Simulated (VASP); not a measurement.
CoSi2:

```
Co Si
1.0
     0.00000    2.67800    2.67800
     2.67800    0.00000    2.67800
     2.67800    2.67800    0.00000
Co Si
1 2
Direct
  0.00000 0.00000 0.00000
  0.25000 0.25000 0.25000
  0.75000 0.75000 0.75000
```

Base run:

| Quantity | Value |
| --- | --- |
| Program | VASP 6.6.1 |
| Functional | PBE |
| Potentials or basis | VASP PAW PBE potentials, release 64 (Co, Si) |
| Cutoff | 520 eV |
| k mesh | 11 × 11 × 11 |
| Occupations | fermi-dirac, width 0.05 eV |
| Spin | collinear spin, ferromagnetic start |
| Starting moments | [0.31, 0.04, 0.04] μB |
| Fixed moment | 0.5 μB |

Its results: pressure 1.1 GPa; site moments Co +0.32; Si +0.03 μB.

Question: The run is repeated on the same cell with these changes: fixed moment from 0.5 μB to 1.5 μB; moments at the start from [0.31, 0.04, 0.04] to [0.97, 0.14, 0.14]. What comes out?

Answer: Pressure 9.6 GPa; site moments Co +0.96; Si +0.12 μB.

Caveats: the total moment is fixed, so each spin has its own Fermi level and the state may be an excited one; the cell stands under pressure (at least some runs).
